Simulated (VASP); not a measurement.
# Mg (P6/mmm) in VASP: further runs

Mg is run at these levels: PBE+D4, PBE; tasks: single point.

Program: VASP 6.6.1. These are calculated values, not measurements. Logs are shortened: lines on timing, memory, paths and dates and some standing lists are left out, and cuts for length are marked.

## 1. The cell of the first run

Symmetry: P6/mmm, No. 191, hexagonal system. The conventional cell has a = 3.066 Å, b = 3.066 Å, c = 3.027 Å, α = 90.00°, β = 90.00°, γ = 120.00°. Within 4.0 Å of Mg (site symmetry 6/mmm) lie 8 Mg at 3.03 to 3.07 Å.

This isn't the form of Mg at room conditions, which is hcp.

## 2. Single point, PBE+D4

INCAR

```
SYSTEM = Mg
PREC = Accurate
ENCUT = 520
EDIFF = 1E-6
ISMEAR = -1
SIGMA = 0.05
LREAL = .False.
LASPH = .True.
NELM = 100
ALGO = Fast
ISIF = 2
LWAVE = .False.
LCHARG = .False.
GGA = PE
IVDW = 13
NBANDS = 7
```

KPOINTS

```
Automatic mesh
0
Gamma
  10 10 9
  0 0 0
```

POSCAR

```
Mg
1.0
    3.0662940067      0.0000000000      0.0000000000
   -1.5331470034      2.6554885052      0.0000000000
    0.0000000000      0.0000000000      3.0266695735
Mg
1
Direct
    0.0000000000      0.0000000000      0.0000000000
```

Potentials or basis: VASP PAW PBE potentials, release 64 (Mg).

On the command line:

```
$ cat potpaw_PBE.64/Mg/POTCAR > POTCAR
$ mpirun -np 1 vasp_std > vasp.out
```

OUTCAR:

```text
SYSTEM = Mg
   PREC = Accurate
   ENCUT = 520
   EDIFF = 1E-6
   ISMEAR = -1
   LREAL = .False.
   LASPH = .True.
   NELM = 100
   ISIF = 2
   GGA = PE
   IVDW = 13

 ion  position               nearest neighbor table
   1  0.000  0.000  0.000-

  LATTYP: Found a hexagonal cell.
 ALAT       =     3.0662940067
 C/A-ratio  =     0.9870774188

  Lattice vectors:

 A1 = (   3.0662940067,   0.0000000000,   0.0000000000)
 A2 = (  -1.5331470034,   2.6554885052,   0.0000000000)
 A3 = (   0.0000000000,   0.0000000000,   3.0266695735)

Analysis of symmetry for initial positions (statically):
=====================================================================
 Subroutine PRICEL returns:
 Original cell was already a primitive cell.

 Routine SETGRP: Setting up the symmetry group for a
 hexagonal supercell.

 Subroutine GETGRP returns: Found 24 space group operations
 (whereof 24 operations were pure point group operations)
 out of a pool of 24 trial point group operations.

The static configuration has the point symmetry D_6h.

Analysis of symmetry for dynamics (positions and initial velocities):
=====================================================================
 Subroutine PRICEL returns:
 Original cell was already a primitive cell.

 Routine SETGRP: Setting up the symmetry group for a
 hexagonal supercell.

 Subroutine GETGRP returns: Found 24 space group operations
 (whereof 24 operations were pure point group operations)
 out of a pool of 24 trial point group operations.

The dynamic configuration has the point symmetry D_6h.

 Subroutine INISYM returns: Found 24 space group operations
 (whereof 24 operations are pure point group operations),
 and found     1 'primitive' translations

----------------------------------------------------------------------------------------

                                     Primitive cell

  volume of cell :      24.6447

  direct lattice vectors                    reciprocal lattice vectors
     3.066294007  0.000000000  0.000000000     0.326126587  0.188289273  0.000000000
    -1.533147003  2.655488505  0.000000000     0.000000000  0.376578546  0.000000000
     0.000000000  0.000000000  3.026669573     0.000000000  0.000000000  0.330396158

  length of vectors
     3.066294007  3.066294007  3.026669573     0.376578546  0.376578546  0.330396158

  position of ions in fractional coordinates (direct lattice)
     0.000000000  0.000000000  0.000000000

  ion indices of the primitive-cell ions
   primitive index   ion index
                 1           1

----------------------------------------------------------------------------------------

 KPOINTS: Automatic mesh

Automatic generation of k-mesh.
 Grid dimensions read from file:
 generate k-points for:   10   10    9

 Generating k-lattice:

  Cartesian coordinates                     Fractional coordinates (reciprocal lattice)
     0.032612659  0.018828927  0.000000000     0.100000000 -0.000000000  0.000000000
     0.000000000  0.037657855  0.000000000     0.000000000  0.100000000  0.000000000
     0.000000000  0.000000000  0.036710684     0.000000000  0.000000000  0.111111111

  Length of vectors
     0.037657855  0.037657855  0.036710684

  Shift w.r.t. Gamma in fractional coordinates (k-lattice)
     0.000000000  0.000000000  0.000000000

 Subroutine IBZKPT returns following result:
 ===========================================

 Found     70 irreducible k-points:

 Following reciprocal coordinates:
            Coordinates               Weight
  0.000000  0.000000  0.000000      1.000000
  0.100000  0.000000  0.000000      6.000000
  0.200000  0.000000  0.000000      6.000000
  0.300000 -0.000000  0.000000      6.000000
  0.400000  0.000000  0.000000      6.000000
  0.500000  0.000000  0.000000      3.000000
[... 16 lines left out ...]
  0.300000  0.100000  0.111111     24.000000
  0.400000  0.100000  0.111111     24.000000
 [... further k-points ...]
   k-points           NKPTS =     70   k-points in BZ     NKDIM =     70   number of bands    NBANDS=      7
   number of dos      NEDOS =    301   number of ions     NIONS =      1
   total plane-waves  NPLWV =  13824
   dimension x,y,z NGX =    24 NGY =   24 NGZ =   24
   dimension x,y,z NGXF=    48 NGYF=   48 NGZF=   48
   ions per type =               1
   NGX,Y,Z   is equivalent  to a cutoff of  13.01, 13.01, 13.18 a.u.
   NGXF,Y,Z  is equivalent  to a cutoff of  26.02, 26.02, 26.36 a.u.
 SYSTEM =  Mg
   PREC   = accura    normal or accurate (medium, high low for compatibility)
   ISTART =      0    job   : 0-new  1-cont  2-samecut
   ICHARG =      2    charge: 1-file 2-atom 10-const
   ISPIN  =      1    spin polarized calculation?
   LNONCOLLINEAR =      F non collinear calculations
   LSORBIT =      F    spin-orbit coupling
   LASPH  =      T    aspherical Exc in radial PAW
   ENCUT  =  520.0 eV  38.22 Ry    6.18 a.u.   5.70  5.70  5.63*2*pi/ulx,y,z
   NELM   =    100;   NELMIN=  2; NELMDL= -5     # of ELM steps
   EDIFF  = 0.1E-05   stopping-criterion for ELM
   LREAL  =      F    real-space projection
   EDIFFG = 0.1E-04   stopping-criterion for IOM
   NSW    =      0    number of steps for IOM
   IBRION =     -1    ionic relax: 0-MD 1-quasi-New 2-CG
   NFREE  =      0    steps in history (QN), initial steepest desc. (CG)
   ISIF   =      2    stress and relaxation
   ISYM   =      2    0-nonsym 1-usesym 2-fastsym
   POTIM  = 0.5000    time-step for ionic-motion
   TEBEG  =    0.0;   TEEND  =   0.0 temperature during run
   PSTRESS=    0.0 pullay stress
   NELECT =       2.0000    total number of electrons
   NUPDOWN=      -1.0000    fix difference up-down
   EMIN   =  10.00;   EMAX   =-10.00  energy-range for DOS
   EFERMI =   0.00;   METHOD = LEGACY
   ISMEAR =    -1;   SIGMA  =   0.05  broadening in eV -4-tet -1-fermi 0-gaus
   EFERMI_NEDOS =   21; number of points for ismear=-14 and -15
   IALGO  =     68    algorithm
   IMIX   =      4    mixing-type and parameters
     AMIX     =   0.40;   BMIX     =  1.00
     AMIX_MAG =   1.60;   BMIX_MAG =  1.00
  volume/ion in A,a.u.               =      24.64       166.31
  Fermi-wavevector in a.u.,A,eV,Ry     =   0.708778  1.339397  6.835114  0.502367
  Thomas-Fermi vector in A             =   1.795185
   LORBIT       =      0    0 simple, 1 ext, 2 COOP (PROOUT), +10 PAW based schemes
   GGA     = PE    functional components
   LHFCALC =     F    Hartree Fock is set to
   AEXX    =    0.0000 exact exchange contribution
   IVDW    =    13    specifies the selected vdW correction
   LEPSILON=     F    determine dielectric tensor
   LRPA    =     F    only Hartree local field effects (RPA)
 non-spin polarized calculation
 RMM-DIIS sequential band-by-band and
  energy-cutoff  :      520.00
  volume of cell :       24.64
 maximum number of plane-waves:       676
 NGX is ok and might be reduce to    24
   NGX = 11   NGY = 11   NGZ = 11

 number of electron       2.0000000 magnetization

 Free energy of the ion-electron system (eV)
  ---------------------------------------------------
  ext. energy  EPLUGINS =         0.00000000
  ---------------------------------------------------
  free energy    TOTEN  =        -1.28277275 eV

  energy without entropy =       -1.27991037  energy(sigma->0) =       -1.28134156

 E-fermi :   2.1792     XC(G=0):  -8.2533

 val. band max:        2.0760255318   @ k =   0.4000   0.1000   0.0000
 cond. band min:       2.2669849961   @ k =   0.4000   0.1000   0.1111
 fundamental gap:      0.1909594644
 Fermi energy:         2.1792334750

 k-point     1 :       0.0000    0.0000    0.0000
  band No.  band energies     occupation
      1      -4.3803      2.00000
      2      10.3652      0.00000
      3      11.1988      0.00000
      4      14.6702      0.00000
      5      14.6702      0.00000
      6      15.6763      0.00000
      7      15.6763      0.00000

 k-point     2 :       0.1000    0.0000    0.0000
  band No.  band energies     occupation
      1      -4.1665      2.00000
      2      10.2474      0.00000
      3      11.3764      0.00000
      4      12.2024      0.00000
      5      13.4971      0.00000
      6      15.4315      0.00000
      7      17.2139      0.00000

 k-point     3 :       0.2000    0.0000    0.0000
  band No.  band energies     occupation
      1      -3.5279      2.00000
      2       8.4131      0.00000
      3      10.9513      0.00000
      4      11.9100      0.00000
      5      12.2872      0.00000
      6      14.8611      0.00000
      7      19.5085      0.00000

 k-point     4 :       0.3000   -0.0000    0.0000
  band No.  band energies     occupation
      1      -2.4728      2.00000
      2       5.6226      0.00000
      3      10.7422      0.00000
      4      11.4136      0.00000
      5      12.8008      0.00000
      6      15.0444      0.00000
      7      20.0271      0.00000

 k-point     5 :       0.4000    0.0000    0.0000
  band No.  band energies     occupation
      1      -1.0160      2.00000
      2       3.0705      0.00000
      3      10.5090      0.00000
      4      10.8891      0.00000
      5      14.0420      0.00000
      6      16.0453      0.00000
      7      17.7380      0.00000
[... 161 lines left out ...]
 k-point    22 :       0.2000    0.1000    0.1111
  band No.  band energies     occupation
      1      -2.6941      2.00000
      2       7.2335      0.00000
      3       8.6997      0.00000
      4      10.3956      0.00000
      5      14.7498      0.00000
      6      16.9419      0.00000
      7      19.0796      0.00000

 k-point    23 :       0.3000    0.1000    0.1111
  band No.  band energies     occupation
      1      -1.4403      2.00000
      2       4.6282      0.00000
      3       8.3773      0.00000
      4      10.9293      0.00000
      5      14.2289      0.00000
      6      17.0373      0.00000
      7      18.0717      0.00000

 k-point    24 :       0.4000    0.1000    0.1111
  band No.  band energies     occupation
      1       0.1981      2.00000
      2       2.2670      0.29483
      3       8.0998      0.00000
      4      12.1519      0.00000
      5      13.4694      0.00000
      6      15.5313      0.00000
      7      19.4776      0.00000

 [... further k-points ...]

------------------------ aborting loop because EDIFF is reached ----------------------------------------

  DFT-D4 for vdW energy calculation

  Edisp (eV):   -0.15321

  FORCE on cell =-STRESS in cart. coord.  units (eV):
  Direction    XX          YY          ZZ          XY          YZ          ZX
  --------------------------------------------------------------------------------------
  -------------------------------------------------------------------------------------
  Total      -0.01279    -0.01279    -0.01007     0.00000     0.00000    -0.00000
  in kB      -0.83160    -0.83160    -0.65490     0.00000     0.00000    -0.00000
  external pressure =       -0.77 kB  Pullay stress =        0.00 kB

 VOLUME and BASIS-vectors are now :
 -----------------------------------------------------------------------------
  energy-cutoff  :      520.00
  volume of cell :       24.64
      direct lattice vectors                 reciprocal lattice vectors
     3.066294007  0.000000000  0.000000000     0.326126587  0.188289273  0.000000000
    -1.533147003  2.655488505  0.000000000     0.000000000  0.376578546  0.000000000
     0.000000000  0.000000000  3.026669573     0.000000000  0.000000000  0.330396158

 POSITION                                       TOTAL-FORCE (eV/Angst)
 -----------------------------------------------------------------------------------
      0.00000      0.00000      0.00000         0.000000      0.000000      0.000000
 -----------------------------------------------------------------------------------
    total drift:                               -0.000000     -0.000000      0.000000

  FREE ENERGIE OF THE ION-ELECTRON SYSTEM (eV)
  ---------------------------------------------------
  free  energy   TOTEN  =        -1.4359861313 eV

  energy  without entropy=       -1.4331237535  energy(sigma->0) =       -1.43455494
```

Run time: 5.3 s. Hardware: 1 thread of Intel Xeon 8259CL, shared host; peak memory 0.14 GiB.

Results:

- Free energy: -1.4360 eV
- Pressure: -0.1 GPa
- Band gap on the k mesh: zero (bands 1 and 2 overlap by 3.48 eV)
- Dispersion energy per atom: -0.153 eV

## 3. Single point, PBE

This run uses another cell than the first one, of 25.47 Å³/atom.

INCAR

```
ALGO = Normal ; EDIFF = 1E-6
ENCUT = 520 ; GGA = PE
ISIF = 2 ; ISMEAR = -1
LASPH = T ; LCHARG = T
LELF = T ; LREAL = F
LVHAR = T ; LWAVE = F
NBANDS = 7 ; NELM = 100
PREC = Accurate ; SIGMA = 0.05
```

KPOINTS

```
k-points
0
Gamma
  10 10 9
```

POSCAR

```
Mg
1.0
    3.0963188825      0.0000000000      0.0000000000
   -1.5481594413      2.6814908105      0.0000000000
    0.0000000000      0.0000000000      3.0676419813
Mg
1
Direct
    0.0000000000      0.0000000000      0.0000000000
```

Potentials or basis: VASP PAW PBE potentials, release 64 (Mg).

On the command line:

```
$ cat potpaw_PBE.64/Mg/POTCAR > POTCAR
$ mpirun -np 1 vasp_std > vasp.out
```

Run time: 5.5 s. Hardware: 1 thread of Intel Xeon 8259CL, shared host; peak memory 0.14 GiB.

The run converged. Its results:

```yaml
Free_energy: -1.2849 eV
Pressure: -0.1 GPa
Band_gap_on_the_k_mesh: zero (bands 1 and 2 overlap by 3.41 eV)
```

Levels at points of the mesh, in eV from the Fermi level:
```tsv
k point	band 1	band 2	band 3	band 4	band 5
(0.00, 0.00, 0.00)	-6.43	8.02	8.72	12.32	12.32
(0.50, 0.00, 0.00)	-1.47	-1.14	8.11	8.36	12.85
```
